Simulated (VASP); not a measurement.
# AgO2 (I4/mcm) in VASP: single point with PBE

Aim: the single point of AgO2 with PBE.

Program: VASP 6.6.1. These are calculated values, not measurements. Logs are shortened: lines on timing, memory, paths and dates and some standing lists are left out, and cuts for length are marked.

### 1 The cell of the first run

Symmetry: I4/mcm, No. 140, tetragonal system. Conventional cell: a = 4.894 Å, b = 4.894 Å, c = 6.068 Å, α = 90.00°, β = 90.00°, γ = 90.00°. Ag (site symmetry 422) has 8 O at 2.53 Å and 2 Ag at 3.03 Å within 3.3 Å. Within 1.8 Å of O (site symmetry m2m) lie 1 O at 1.36 Å.

### 2 Single point, PBE

File INCAR:

```
SYSTEM = AgO2
  PREC = Accurate
  ENCUT = 520
  EDIFF = 1E-7
  ISMEAR = 0
  SIGMA = 0.1
  LREAL = .False.
  LASPH = .True.
  NELM = 60
  ALGO = Normal
  ISIF = 2
  LWAVE = .False.
  LCHARG = .False.
  GGA = PE
  NBANDS = 32
```

File KPOINTS:

```
Automatic mesh
0
Gamma
  10 10 10
  0 0 0
```

File POSCAR:

```
AgO2
1.0
   -2.4471188163      2.4471188163      3.0341773604
    2.4471188163     -2.4471188163      3.0341773604
    2.4471188163      2.4471188163     -3.0341773604
Ag O
2 4
Direct
    0.2500000000      0.2500000000      0.0000000000
    0.7500000000      0.7500000000      0.0000000000
    0.5980844905      0.0980844905      0.6961689809
    0.0980844905      0.4019155095      0.5000000000
    0.4019155095      0.9019155095      0.3038310191
    0.9019155095      0.5980844905      0.5000000000
```

Potentials or basis: VASP PAW PBE potentials, release 64 (Ag, O).

Run with:

```
$ cat potpaw_PBE.64/Ag/POTCAR potpaw_PBE.64/O/POTCAR > POTCAR
$ mpirun -np 1 vasp_std > vasp.out
```

OUTCAR:

```text
SYSTEM = AgO2
   PREC = Accurate
   ENCUT = 520
   EDIFF = 1E-7
   ISMEAR = 0
   LREAL = .False.
   LASPH = .True.
   NELM = 60
   ISIF = 2
   GGA = PE

 ion  position               nearest neighbor table
   1  0.250  0.250  0.000-   5 2.53   3 2.53   4 2.53   4 2.53   6 2.53   6 2.53   5 2.53   3 2.53
                             2 3.03   2 3.03   2 3.46   2 3.46   2 3.46   2 3.46
   2  0.750  0.750  0.000-   5 2.53   3 2.53   6 2.53   6 2.53   4 2.53   4 2.53   3 2.53   5 2.53
                             1 3.03   1 3.03   1 3.46   1 3.46   1 3.46   1 3.46
   3  0.598  0.098  0.696-   5 1.36   2 2.53   1 2.53   2 2.53   1 2.53
   4  0.098  0.402  0.500-   6 1.36   1 2.53   2 2.53   1 2.53   2 2.53
   5  0.402  0.902  0.304-   3 1.36   1 2.53   2 2.53   2 2.53   1 2.53
   6  0.902  0.598  0.500-   4 1.36   2 2.53   1 2.53   2 2.53   1 2.53

  LATTYP: Found a body centered tetragonal cell.
 ALAT       =     4.8942376326
 C/A-ratio  =     1.2398978506

  Lattice vectors:

 A1 = (  -2.4471188163,   2.4471188163,   3.0341773604)
 A2 = (   2.4471188163,  -2.4471188163,   3.0341773604)
 A3 = (   2.4471188163,   2.4471188163,  -3.0341773604)

Analysis of symmetry for initial positions (statically):
=====================================================================
 Subroutine PRICEL returns:
 Original cell was already a primitive cell.

 Routine SETGRP: Setting up the symmetry group for a
 body centered tetragonal supercell.

 Subroutine GETGRP returns: Found 16 space group operations
 (whereof  8 operations were pure point group operations)
 out of a pool of 16 trial point group operations.

The static configuration has the point symmetry C_4h.
 The point group associated with its full space group is D_4h.

Analysis of symmetry for dynamics (positions and initial velocities):
=====================================================================
 Subroutine PRICEL returns:
 Original cell was already a primitive cell.

 Routine SETGRP: Setting up the symmetry group for a
 body centered tetragonal supercell.

 Subroutine GETGRP returns: Found 16 space group operations
 (whereof  8 operations were pure point group operations)
 out of a pool of 16 trial point group operations.

The dynamic configuration has the point symmetry C_4h.
 The point group associated with its full space group is D_4h.

 Subroutine INISYM returns: Found 16 space group operations
 (whereof  8 operations are pure point group operations),
 and found     1 'primitive' translations

----------------------------------------------------------------------------------------

                                     Primitive cell

  volume of cell :      72.6794

  direct lattice vectors                    reciprocal lattice vectors
    -2.447118816  2.447118816  3.034177360     0.000000000  0.204321914  0.164789312
     2.447118816 -2.447118816  3.034177360     0.204321914  0.000000000  0.164789312
     2.447118816  2.447118816 -3.034177360     0.204321914  0.204321914  0.000000000

  length of vectors
     4.602500761  4.602500761  4.602500761     0.262493737  0.262493737  0.288954822

  position of ions in fractional coordinates (direct lattice)
     0.250000000  0.250000000  0.000000000
     0.750000000  0.750000000  0.000000000
     0.598084490  0.098084490  0.696168981
     0.098084490  0.401915510  0.500000000
     0.401915510  0.901915510  0.303831019
     0.901915510  0.598084490  0.500000000

  ion indices of the primitive-cell ions
   primitive index   ion index
                 1           1
                 2           2
                 3           3
                 4           4
                 5           5
                 6           6

----------------------------------------------------------------------------------------

 KPOINTS: Automatic mesh

Automatic generation of k-mesh.
 Grid dimensions read from file:
 generate k-points for:   10   10   10

 Generating k-lattice:

  Cartesian coordinates                     Fractional coordinates (reciprocal lattice)
     0.000000000  0.020432191  0.016478931     0.100000000  0.000000000  0.000000000
     0.020432191  0.000000000  0.016478931     0.000000000  0.100000000  0.000000000
     0.020432191  0.020432191  0.000000000     0.000000000  0.000000000  0.100000000

  Length of vectors
     0.026249374  0.026249374  0.028895482

  Shift w.r.t. Gamma in fractional coordinates (k-lattice)
     0.000000000  0.000000000  0.000000000

 Subroutine IBZKPT returns following result:
 ===========================================

 Found    102 irreducible k-points:

 Following reciprocal coordinates:
            Coordinates               Weight
  0.000000  0.000000  0.000000      1.000000
  0.100000 -0.000000  0.000000      8.000000
  0.200000 -0.000000  0.000000      8.000000
  0.300000  0.000000  0.000000      8.000000
  0.400000  0.000000  0.000000      8.000000
  0.500000 -0.000000  0.000000      4.000000
[... 16 lines left out ...]
  0.300000  0.300000  0.000000      8.000000
  0.400000  0.300000  0.000000     16.000000
 [... further k-points ...]
   k-points           NKPTS =    102   k-points in BZ     NKDIM =    102   number of bands    NBANDS=     32
   number of dos      NEDOS =    301   number of ions     NIONS =      6
   total plane-waves  NPLWV =  46656
   dimension x,y,z NGX =    36 NGY =   36 NGZ =   36
   dimension x,y,z NGXF=    72 NGYF=   72 NGZF=   72
   ions per type =               2   4
   NGX,Y,Z   is equivalent  to a cutoff of  13.00, 13.00, 13.00 a.u.
   NGXF,Y,Z  is equivalent  to a cutoff of  26.01, 26.01, 26.01 a.u.
 SYSTEM =  AgO2
   PREC   = accura    normal or accurate (medium, high low for compatibility)
   ISTART =      0    job   : 0-new  1-cont  2-samecut
   ICHARG =      2    charge: 1-file 2-atom 10-const
   ISPIN  =      1    spin polarized calculation?
   LNONCOLLINEAR =      F non collinear calculations
   LSORBIT =      F    spin-orbit coupling
   LASPH  =      T    aspherical Exc in radial PAW
   ENCUT  =  520.0 eV  38.22 Ry    6.18 a.u.   8.56  8.56  8.56*2*pi/ulx,y,z
   NELM   =     60;   NELMIN=  2; NELMDL= -5     # of ELM steps
   EDIFF  = 0.1E-06   stopping-criterion for ELM
   LREAL  =      F    real-space projection
   EDIFFG = 0.1E-05   stopping-criterion for IOM
   NSW    =      0    number of steps for IOM
   IBRION =     -1    ionic relax: 0-MD 1-quasi-New 2-CG
   NFREE  =      0    steps in history (QN), initial steepest desc. (CG)
   ISIF   =      2    stress and relaxation
   ISYM   =      2    0-nonsym 1-usesym 2-fastsym
   POTIM  = 0.5000    time-step for ionic-motion
   TEBEG  =    0.0;   TEEND  =   0.0 temperature during run
   PSTRESS=    0.0 pullay stress
   NELECT =      46.0000    total number of electrons
   NUPDOWN=      -1.0000    fix difference up-down
   EMIN   =  10.00;   EMAX   =-10.00  energy-range for DOS
   EFERMI =   0.00;   METHOD = LEGACY
   ISMEAR =     0;   SIGMA  =   0.10  broadening in eV -4-tet -1-fermi 0-gaus
   EFERMI_NEDOS =   21; number of points for ismear=-14 and -15
   IALGO  =     38    algorithm
   IMIX   =      4    mixing-type and parameters
     AMIX     =   0.40;   BMIX     =  1.00
     AMIX_MAG =   1.60;   BMIX_MAG =  1.00
  volume/ion in A,a.u.               =      12.11        81.74
  Fermi-wavevector in a.u.,A,eV,Ry     =   1.405585  2.656170 26.880608  1.975669
  Thomas-Fermi vector in A             =   2.528031
   LORBIT       =      0    0 simple, 1 ext, 2 COOP (PROOUT), +10 PAW based schemes
   GGA     = PE    functional components
   LHFCALC =     F    Hartree Fock is set to
   AEXX    =    0.0000 exact exchange contribution
   IVDW    =     0    specifies the selected vdW correction
   LEPSILON=     F    determine dielectric tensor
   LRPA    =     F    only Hartree local field effects (RPA)
 non-spin polarized calculation
 Gauss-broadening in eV      SIGMA  =   0.10
  energy-cutoff  :      520.00
  volume of cell :       72.68
 maximum number of plane-waves:      1987
 NGX is ok and might be reduce to    36
   NGX = 17   NGY = 17   NGZ = 17

 number of electron      46.0000000 magnetization

 Free energy of the ion-electron system (eV)
  ---------------------------------------------------
  ext. energy  EPLUGINS =         0.00000000
  ---------------------------------------------------
  free energy    TOTEN  =       -24.32677450 eV

  energy without entropy =      -24.29510334  energy(sigma->0) =      -24.31093892

 E-fermi :   4.5020     XC(G=0): -11.1533

 val. band max:        4.5016562906   @ k =  -0.3000   0.4000   0.1000
 cond. band min:       4.5021078539   @ k =  -0.3000   0.4000   0.2000
 fundamental gap:      0.0004515633
 Fermi energy:         4.5019846100

 k-point     1 :       0.0000    0.0000    0.0000
  band No.  band energies     occupation
      1     -19.0382      2.00000
      2     -18.5710      2.00000
      3     -10.3036      2.00000
      4     -10.3036      2.00000
      5      -3.3649      2.00000
      6      -2.5106      2.00000
[... 24 lines left out ...]
     31      13.9115      0.00000
     32      17.2254      0.00000

 k-point     2 :       0.1000   -0.0000    0.0000
  band No.  band energies     occupation
      1     -19.0250      2.00000
      2     -18.5819      2.00000
      3     -10.3093      2.00000
      4     -10.3013      2.00000
      5      -3.3743      2.00000
      6      -2.5908      2.00000
[... 24 lines left out ...]
     31      14.1299      0.00000
     32      16.5980      0.00000

 k-point     3 :       0.2000   -0.0000    0.0000
  band No.  band energies     occupation
      1     -18.9875      2.00000
      2     -18.6138      2.00000
      3     -10.3226      2.00000
      4     -10.2980      2.00000
      5      -3.3801      2.00000
      6      -2.7369      2.00000
[... 24 lines left out ...]
     31      14.8140      0.00000
     32      15.9791      0.00000

 k-point     4 :       0.3000    0.0000    0.0000
  band No.  band energies     occupation
      1     -18.9314      2.00000
      2     -18.6626      2.00000
      3     -10.3341      2.00000
      4     -10.3003      2.00000
      5      -3.3447      2.00000
      6      -2.8712      2.00000
[... 654 lines left out ...]
     31      14.0425      0.00000
     32      15.2303      0.00000

 k-point    23 :       0.3000    0.3000    0.0000
  band No.  band energies     occupation
      1     -18.8134      2.00000
      2     -18.7640      2.00000
      3     -10.3802      2.00000
      4     -10.3220      2.00000
      5      -3.0461      2.00000
      6      -2.6000      2.00000
[... 24 lines left out ...]
     31      14.9729      0.00000
     32      15.9268      0.00000

 k-point    24 :       0.4000    0.3000    0.0000
  band No.  band energies     occupation
      1     -18.8071      2.00000
      2     -18.7674      2.00000
      3     -10.4103      2.00000
      4     -10.3115      2.00000
      5      -2.8843      2.00000
      6      -2.6979      2.00000
[... 24 lines left out ...]
     31      14.2521      0.00000
     32      16.7373      0.00000

 [... further k-points ...]
[... 5 lines left out ...]
  --------------------------------------------------------------------------------------
  -------------------------------------------------------------------------------------
  Total        0.3208667      0.3208667     -0.1840717      0.0000000      0.0000000     -0.0000000
  in kB        7.0733341      7.0733341     -4.0577622      0.0000000      0.0000000     -0.0000000
  external PRESSURE =       3.3629686 kB  Pullay stress =       0.0000000 kB

 VOLUME and BASIS-vectors are now :
 -----------------------------------------------------------------------------
  energy-cutoff  :      520.00
  volume of cell :       72.68
      direct lattice vectors                 reciprocal lattice vectors
    -2.447118816  2.447118816  3.034177360     0.000000000  0.204321914  0.164789312
     2.447118816 -2.447118816  3.034177360     0.204321914  0.000000000  0.164789312
     2.447118816  2.447118816 -3.034177360     0.204321914  0.204321914  0.000000000

 POSITION                                       TOTAL-FORCE (eV/Angst)
 -----------------------------------------------------------------------------------
      0.00000      0.00000      1.51709         0.000000      0.000000     -0.000000
      0.00000      0.00000      4.55127         0.000000      0.000000     -0.000000
      0.48005      2.92717      0.00000         0.260603      0.260603     -0.000000
      1.96707      0.48005      0.00000        -0.260603      0.260603      0.000000
      1.96707     -0.48005      3.03418        -0.260603     -0.260603      0.000000
      0.48005      1.96707      3.03418         0.260603     -0.260603     -0.000000
 -----------------------------------------------------------------------------------
    total drift:                               -0.000000     -0.000000     -0.000000

  FREE ENERGIE OF THE ION-ELECTRON SYSTEM (eV)
  ---------------------------------------------------
  free  energy   TOTEN  =       -24.3267745042 eV

  energy  without entropy=      -24.2951033444  energy(sigma->0) =      -24.31093892
```

Wall time 3.8 min (1 thread of Intel Xeon Platinum 8259CL at 2.50GHz (Skylake/Cascade Lake), shared host); peak memory 0.33 GiB.

Results:

```
Free energy            : -24.3268 eV
Pressure               : 0.3 GPa
Largest force          : 0.369 eV/Å
Band gap on the k mesh : zero (band 23 reaches 4.65 eV, above the bottom of band 24 at 4.34 eV)
```

Forces in eV/Å, atoms in the order of the input:
```
Ag   0.000  0.000  0.000
Ag   0.000  0.000  0.000
O    0.261  0.261  0.000
O   -0.261  0.261  0.000
O   -0.261 -0.261  0.000
O    0.261 -0.261  0.000
```
